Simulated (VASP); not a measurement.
# TiSi2 (Cmcm) in VASP: single point with PBEsol

Aim: the single point of TiSi2 with PBEsol.

Program: VASP 6.6.1. These are calculated values, not measurements. Logs are shortened: lines on timing, memory, paths and dates and some standing lists are left out, and cuts for length are marked.

### 1 The cell of the first run

Symmetry: Cmcm, No. 63, orthorhombic system. The conventional cell has a = 3.517 Å, b = 12.547 Å, c = 3.556 Å, α = 90.00°, β = 90.00°, γ = 90.00°. Within 3.6 Å of Ti (site symmetry m2m) lie 10 Si at 2.56 to 2.69 Å and 6 Ti at 3.13 to 3.56 Å. Within 3.1 Å of Si (site symmetry m2m) lie 6 Si at 2.33 to 2.98 Å and 6 Ti at 2.56 to 2.69 Å. Within 3.3 Å of Si (site symmetry m2m) lie 8 Si at 2.50 to 2.98 Å and 4 Ti at 2.56 Å.

### 2 Single point, PBEsol (strain -0.0600 x Voigt [0, 1, 0, 0, 0, 0])

File INCAR:

```
SYSTEM = TiSi2
ALGO = Normal ; EDIFF = 1E-7
ENCUT = 520 ; GGA = PS
ISIF = 2 ; ISMEAR = 0
LASPH = .True. ; LCHARG = .False.
LREAL = .False. ; LWAVE = .False.
NBANDS = 29 ; NELM = 100
PREC = Accurate ; SIGMA = 0.15
```

File KPOINTS:

```
k-points
0
Gamma
  14 14 14
  0 0 0
```

File POSCAR:

```
TiSi2
1.0
    1.7585248000     -6.2736765069      0.0000000000
    1.7585248000      6.2736765069      0.0000000000
    0.0000000000      0.0000000000      3.5556151813
Ti Si
2 4
Direct
    0.8975172580      0.1024827420      0.7500000000
    0.1024827420      0.8975172580      0.2500000000
    0.5599863193      0.4400136807      0.7500000000
    0.4400136807      0.5599863193      0.2500000000
    0.2497198030      0.7502801970      0.7500000000
    0.7502801970      0.2497198030      0.2500000000
```

Potentials or basis: VASP PAW PBE potentials, release 64 (Ti_sv, Si).

Run with:

```
$ cat potpaw_PBE.64/Ti_sv/POTCAR potpaw_PBE.64/Si/POTCAR > POTCAR
$ mpirun -np 1 vasp_std > vasp.out
```

OUTCAR:

```text
SYSTEM = TiSi2
   EDIFF = 1E-7
   ENCUT = 520
   GGA = PS
   ISIF = 2
   ISMEAR = 0
   LASPH = .True.
   LREAL = .False.
   NELM = 100
   PREC = Accurate

 ion  position               nearest neighbor table
   1  0.898  0.102  0.750-   5 2.56   5 2.56   4 2.56   4 2.56   4 2.56   4 2.56   6 2.56   6 2.56
                             3 2.69   3 2.69
   2  0.102  0.898  0.250-   6 2.56   6 2.56   3 2.56   3 2.56   3 2.56   3 2.56   5 2.56   5 2.56
                             4 2.69   4 2.69
   3  0.560  0.440  0.750-   4 2.33   4 2.33   2 2.56   2 2.56   2 2.56   2 2.56   1 2.69   1 2.69
                             5 2.96   5 2.96   6 2.98   6 2.98
   4  0.440  0.560  0.250-   3 2.33   3 2.33   1 2.56   1 2.56   1 2.56   1 2.56   2 2.69   2 2.69
                             6 2.96   6 2.96   5 2.98   5 2.98
   5  0.250  0.750  0.750-   6 2.50   6 2.50   6 2.50   6 2.50   1 2.56   1 2.56   2 2.56   2 2.56
                             3 2.96   3 2.96   4 2.98   4 2.98
   6  0.750  0.250  0.250-   5 2.50   5 2.50   5 2.50   5 2.50   2 2.56   2 2.56   1 2.56   1 2.56
                             4 2.96   4 2.96   3 2.98   3 2.98

  LATTYP: Found a base centered orthorhombic cell.
 ALAT       =     3.5170496000
 B/A-ratio  =     3.5675792044
 C/A-ratio  =     1.0109653220

  Lattice vectors:

 A1 = (   1.7585248000,  -6.2736765069,   0.0000000000)
 A2 = (   1.7585248000,   6.2736765069,   0.0000000000)
 A3 = (   0.0000000000,   0.0000000000,   3.5556151813)

Analysis of symmetry for initial positions (statically):
=====================================================================
 Subroutine PRICEL returns:
 Original cell was already a primitive cell.

 Routine SETGRP: Setting up the symmetry group for a
 base centered orthorhombic supercell.

 Subroutine GETGRP returns: Found  8 space group operations
 (whereof  4 operations were pure point group operations)
 out of a pool of  8 trial point group operations.

The static configuration has the point symmetry C_2h.
 The point group associated with its full space group is D_2h.

Analysis of symmetry for dynamics (positions and initial velocities):
=====================================================================
 Subroutine PRICEL returns:
 Original cell was already a primitive cell.

 Routine SETGRP: Setting up the symmetry group for a
 base centered orthorhombic supercell.

 Subroutine GETGRP returns: Found  8 space group operations
 (whereof  4 operations were pure point group operations)
 out of a pool of  8 trial point group operations.

The dynamic configuration has the point symmetry C_2h.
 The point group associated with its full space group is D_2h.

 Subroutine INISYM returns: Found  8 space group operations
 (whereof  4 operations are pure point group operations),
 and found     1 'primitive' translations

----------------------------------------------------------------------------------------

                                     Primitive cell

  volume of cell :      78.4540

  direct lattice vectors                    reciprocal lattice vectors
     1.758524800 -6.273676507  0.000000000     0.284329229 -0.079698084  0.000000000
     1.758524800  6.273676507  0.000000000     0.284329229  0.079698084  0.000000000
     0.000000000  0.000000000  3.555615181     0.000000000  0.000000000  0.281245284

  length of vectors
     6.515475914  6.515475914  3.555615181     0.295287817  0.295287817  0.281245284

  position of ions in fractional coordinates (direct lattice)
     0.897517258  0.102482742  0.750000000
     0.102482742  0.897517258  0.250000000
     0.559986319  0.440013681  0.750000000
     0.440013681  0.559986319  0.250000000
     0.249719803  0.750280197  0.750000000
     0.750280197  0.249719803  0.250000000

  ion indices of the primitive-cell ions
   primitive index   ion index
                 1           1
                 2           2
                 3           3
                 4           4
                 5           5
                 6           6

----------------------------------------------------------------------------------------

 KPOINTS: k-points

Automatic generation of k-mesh.
 Grid dimensions read from file:
 generate k-points for:   14   14   14

 Generating k-lattice:

  Cartesian coordinates                     Fractional coordinates (reciprocal lattice)
     0.020309231 -0.005692720  0.000000000     0.071428571  0.000000000  0.000000000
     0.020309231  0.005692720  0.000000000     0.000000000  0.071428571  0.000000000
     0.000000000  0.000000000  0.020088949     0.000000000  0.000000000  0.071428571

  Length of vectors
     0.021091987  0.021091987  0.020088949

  Shift w.r.t. Gamma in fractional coordinates (k-lattice)
     0.000000000  0.000000000  0.000000000

 Subroutine IBZKPT returns following result:
 ===========================================

 Found    456 irreducible k-points:

 Following reciprocal coordinates:
            Coordinates               Weight
  0.000000  0.000000  0.000000      1.000000
  0.071429  0.000000  0.000000      4.000000
  0.142857  0.000000  0.000000      4.000000
  0.214286  0.000000  0.000000      4.000000
  0.285714  0.000000  0.000000      4.000000
  0.357143  0.000000  0.000000      4.000000
[... 16 lines left out ...]
  0.214286  0.142857  0.000000      4.000000
  0.285714  0.142857  0.000000      4.000000
 [... further k-points ...]
   k-points           NKPTS =    456   k-points in BZ     NKDIM =    456   number of bands    NBANDS=     29
   number of dos      NEDOS =    301   number of ions     NIONS =      6
   total plane-waves  NPLWV =  64512
   dimension x,y,z NGX =    48 NGY =   48 NGZ =   28
   dimension x,y,z NGXF=    96 NGYF=   96 NGZF=   56
   ions per type =               2   4
   NGX,Y,Z   is equivalent  to a cutoff of  12.25, 12.25, 13.09 a.u.
   NGXF,Y,Z  is equivalent  to a cutoff of  24.49, 24.49, 26.18 a.u.
 SYSTEM =  TiSi2
   PREC   = accura    normal or accurate (medium, high low for compatibility)
   ISTART =      0    job   : 0-new  1-cont  2-samecut
   ICHARG =      2    charge: 1-file 2-atom 10-const
   ISPIN  =      1    spin polarized calculation?
   LNONCOLLINEAR =      F non collinear calculations
   LSORBIT =      F    spin-orbit coupling
   LASPH  =      T    aspherical Exc in radial PAW
   ENCUT  =  520.0 eV  38.22 Ry    6.18 a.u.  12.11 12.11  6.61*2*pi/ulx,y,z
   NELM   =    100;   NELMIN=  2; NELMDL= -5     # of ELM steps
   EDIFF  = 0.1E-06   stopping-criterion for ELM
   LREAL  =      F    real-space projection
   EDIFFG = 0.1E-05   stopping-criterion for IOM
   NSW    =      0    number of steps for IOM
   IBRION =     -1    ionic relax: 0-MD 1-quasi-New 2-CG
   NFREE  =      0    steps in history (QN), initial steepest desc. (CG)
   ISIF   =      2    stress and relaxation
   ISYM   =      2    0-nonsym 1-usesym 2-fastsym
   POTIM  = 0.5000    time-step for ionic-motion
   TEBEG  =    0.0;   TEEND  =   0.0 temperature during run
   PSTRESS=    0.0 pullay stress
   NELECT =      40.0000    total number of electrons
   NUPDOWN=      -1.0000    fix difference up-down
   EMIN   =  10.00;   EMAX   =-10.00  energy-range for DOS
   EFERMI =   0.00;   METHOD = LEGACY
   ISMEAR =     0;   SIGMA  =   0.15  broadening in eV -4-tet -1-fermi 0-gaus
   EFERMI_NEDOS =   21; number of points for ismear=-14 and -15
   IALGO  =     38    algorithm
   IMIX   =      4    mixing-type and parameters
     AMIX     =   0.40;   BMIX     =  1.00
     AMIX_MAG =   1.60;   BMIX_MAG =  1.00
  volume/ion in A,a.u.               =      13.08        88.24
  Fermi-wavevector in a.u.,A,eV,Ry     =   1.307845  2.471469 23.272212  1.710459
  Thomas-Fermi vector in A             =   2.438552
   LORBIT       =      0    0 simple, 1 ext, 2 COOP (PROOUT), +10 PAW based schemes
   GGA     = PS    functional components
   LHFCALC =     F    Hartree Fock is set to
   AEXX    =    0.0000 exact exchange contribution
   IVDW    =     0    specifies the selected vdW correction
   LEPSILON=     F    determine dielectric tensor
   LRPA    =     F    only Hartree local field effects (RPA)
 non-spin polarized calculation
 Gauss-broadening in eV      SIGMA  =   0.15
  energy-cutoff  :      520.00
  volume of cell :       78.45
 maximum number of plane-waves:      2146
   NGX = 25   NGY = 25   NGZ = 13

 number of electron      40.0000006 magnetization

 Free energy of the ion-electron system (eV)
  ---------------------------------------------------
  ext. energy  EPLUGINS =         0.00000000
  ---------------------------------------------------
  free energy    TOTEN  =       -43.40899708 eV

  energy without entropy =      -43.39245163  energy(sigma->0) =      -43.40072435

 E-fermi :  11.5101     XC(G=0): -12.1018

 val. band max:       11.5066571854   @ k =   0.5000   0.3571   0.0000
 cond. band min:      11.5112629925   @ k =   0.1429   0.0000   0.0000
 fundamental gap:      0.0046058071
 Fermi energy:        11.5100531406

 k-point     1 :       0.0000    0.0000    0.0000
  band No.  band energies     occupation
      1     -44.7976      2.00000
      2     -44.7775      2.00000
      3     -21.2836      2.00000
      4     -21.2773      2.00000
      5     -21.2646      2.00000
      6     -21.2398      2.00000
[... 21 lines left out ...]
     28      14.9693      0.00000
     29      15.0546      0.00000

 k-point     2 :       0.0714    0.0000    0.0000
  band No.  band energies     occupation
      1     -44.7973      2.00000
      2     -44.7773      2.00000
      3     -21.2827      2.00000
      4     -21.2768      2.00000
      5     -21.2692      2.00000
      6     -21.2437      2.00000
[... 21 lines left out ...]
     28      14.9767      0.00000
     29      15.0840      0.00000

 k-point     3 :       0.1429    0.0000    0.0000
  band No.  band energies     occupation
      1     -44.7966      2.00000
      2     -44.7767      2.00000
      3     -21.2826      2.00000
      4     -21.2795      2.00000
      5     -21.2755      2.00000
      6     -21.2549      2.00000
[... 638 lines left out ...]
      5     -21.2700      2.00000
      6     -21.2690      2.00000
[... 21 lines left out ...]
     28      14.8260      0.00000
     29      15.6239      0.00000

 k-point    24 :       0.2857    0.1429    0.0000
  band No.  band energies     occupation
      1     -44.7924      2.00000
      2     -44.7731      2.00000
      3     -21.3524      2.00000
      4     -21.3158      2.00000
      5     -21.2687      2.00000
      6     -21.2657      2.00000
[... 21 lines left out ...]
     28      14.8309      0.00000
     29      15.4690      0.00000

 [... further k-points ...]
[... 5 lines left out ...]
  --------------------------------------------------------------------------------------
  -------------------------------------------------------------------------------------
  Total        2.0294785      9.7341100      2.6561894      0.0000000      0.0000000      0.0000000
  in kB       41.4457186    198.7885953     54.2443178      0.0000000      0.0000000      0.0000000
  external PRESSURE =      98.1595439 kB  Pullay stress =       0.0000000 kB

 VOLUME and BASIS-vectors are now :
 -----------------------------------------------------------------------------
  energy-cutoff  :      520.00
  volume of cell :       78.45
      direct lattice vectors                 reciprocal lattice vectors
     1.758524800 -6.273676507  0.000000000     0.284329229 -0.079698084  0.000000000
     1.758524800  6.273676507  0.000000000     0.284329229  0.079698084  0.000000000
     0.000000000  0.000000000  3.555615181     0.000000000  0.000000000  0.281245284

 POSITION                                       TOTAL-FORCE (eV/Angst)
 -----------------------------------------------------------------------------------
      1.75852     -4.98779      2.66671         0.000000     -0.792693     -0.000000
      1.75852      4.98779      0.88890         0.000000      0.792693      0.000000
      1.75852     -0.75267      2.66671         0.000000     -0.560099     -0.000000
      1.75852      0.75267      0.88890         0.000000      0.560099     -0.000000
      1.75852      3.14035      2.66671         0.000000      0.055859     -0.000000
      1.75852     -3.14035      0.88890         0.000000     -0.055859     -0.000000
 -----------------------------------------------------------------------------------
    total drift:                                0.000000      0.000000     -0.000000

  FREE ENERGIE OF THE ION-ELECTRON SYSTEM (eV)
  ---------------------------------------------------
  free  energy   TOTEN  =       -43.4089970769 eV

  energy  without entropy=      -43.3924516260  energy(sigma->0) =      -43.40072435
```

Run time: 10 min. Hardware: 1 thread of Intel Xeon 6975P-C (Granite Rapids), shared host; peak memory 0.88 GiB.

What came out:

* Free energy: -43.4090 eV
* Pressure: 9.8 GPa
* Largest force: 0.793 eV/Å
* Band gap on the k mesh: zero (bands 20 and 21 overlap by 0.97 eV)

Forces on the atoms (eV/Å):
```
Ti   0.000 -0.793  0.000
Ti   0.000  0.793  0.000
Si   0.000 -0.560  0.000
Si   0.000  0.560  0.000
Si   0.000  0.056  0.000
Si   0.000 -0.056  0.000
```

Stress tensor (GPa, compression positive):
```
 4.14  0.00  0.00
 0.00 19.88  0.00
 0.00  0.00  5.42
```

Levels at points of the mesh, in eV from the Fermi level:
```csv
k point,band 18,band 19,band 20,band 21,band 22,band 23
"(0.00, 0.00, 0.00)",-1.88,-1.49,0.34,0.82,0.89,1.03
"(0.50, 0.00, 0.00)",-1.07,-0.79,-0.66,-0.57,1.00,1.44
"(0.50, 0.50, 0.00)",-2.23,-0.98,0.20,0.49,0.51,1.00
"(0.00, 0.00, 0.50)",-1.53,-0.03,-0.03,1.49,1.49,1.52
"(0.50, 0.00, 0.50)",-2.94,-2.54,-2.54,1.86,1.86,1.89
"(0.50, 0.50, 0.50)",-2.40,-1.17,-1.17,0.63,0.63,1.66
```

Caveat: the cell differs from its parent crystal (strain -0.0600 x Voigt [0, 1, 0, 0, 0, 0]); the stress differs along the axes, from 4 to 20 GPa; the PAW data sets were made with another functional, which shifts forces and pressure a little.
